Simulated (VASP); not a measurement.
Wanted: the native input for a VASP 6.6.1 run.

| Property | Result |
| --- | --- |
| Task | single point |
| Functional | r2SCAN |
| Potentials or basis | VASP PAW PBE potentials, release 64 (Zn, S) |
| Cutoff | 520 eV |
| k mesh | 6 × 6 × 4 |
| Occupations | gaussian, width 0.1 eV |
| Spin | no spin polarisation |
| Dipole correction | no |
| Further INCAR settings | ALGO = Normal; EDIFF = 1e-06; NBANDS = 26 |

ZnS (ref):

```
Zn S
1.0
     3.82300    0.00000    0.00000
    -1.91150    3.31082    0.00000
     0.00000    0.00000    6.26100
Zn S
2 2
Direct
  0.33333 0.66667 0.00000
  0.66667 0.33333 0.50000
  0.33333 0.66667 0.50000
  0.66667 0.33333 0.00000
```

The input as run:

POSCAR

```
ZnS
1.0
    3.8230000000      0.0000000000      0.0000000000
   -1.9115000000      3.3108151187      0.0000000000
    0.0000000000      0.0000000000      6.2610000000
Zn S
2 2
Direct
    0.3333333333      0.6666666667      0.0000000000
    0.6666666667      0.3333333333      0.5000000000
    0.3333333333      0.6666666667      0.5000000000
    0.6666666667      0.3333333333      1.0000000000
```

INCAR.step1

```
SYSTEM = ZnS
PREC = Accurate
ENCUT = 520
ISMEAR = 0
SIGMA = 0.1
LREAL = .FALSE.
LASPH = .TRUE.
NELM = 60
NBANDS = 26
GGA = PE
ALGO = Normal
EDIFF = 1E-4
LWAVE = .TRUE.
LCHARG = .FALSE.
```

INCAR.step2

```
SYSTEM = ZnS
PREC = Accurate
ENCUT = 520
EDIFF = 1E-6
ISMEAR = 0
SIGMA = 0.1
LREAL = .FALSE.
LASPH = .TRUE.
NELM = 60
ALGO = Normal
ISIF = 2
LWAVE = .FALSE.
LCHARG = .FALSE.
METAGGA = R2SCAN
LMIXTAU = .TRUE.
NBANDS = 26
ISTART = 1
```

KPOINTS

```
regular mesh
0
G
  6 6 4
  0 0 0
```

Potentials or basis: VASP PAW PBE potentials, release 64 (Zn, S).

Command:

```bash
$ cat potpaw_PBE.64/Zn/POTCAR potpaw_PBE.64/S/POTCAR > POTCAR
$ cp INCAR.step1 INCAR
$ mpirun -np 1 vasp_std > vasp.out
$ cp INCAR.step2 INCAR
$ mpirun -np 1 vasp_std > vasp.out
```

It gave:

The pressure is 4.7 GPa and the band gap on the k mesh is 3.04 eV, indirect (least direct gap 3.06 eV).

Caveat: the PAW data sets were made with another functional, which shifts forces and pressure a little.

It took 2.1 min on 1 thread of Intel(R) Xeon(R) Platinum 8259CL CPU @ 2.50GHz (Skylake/Cascade Lake) (shared host), peak memory 0.21 GiB.
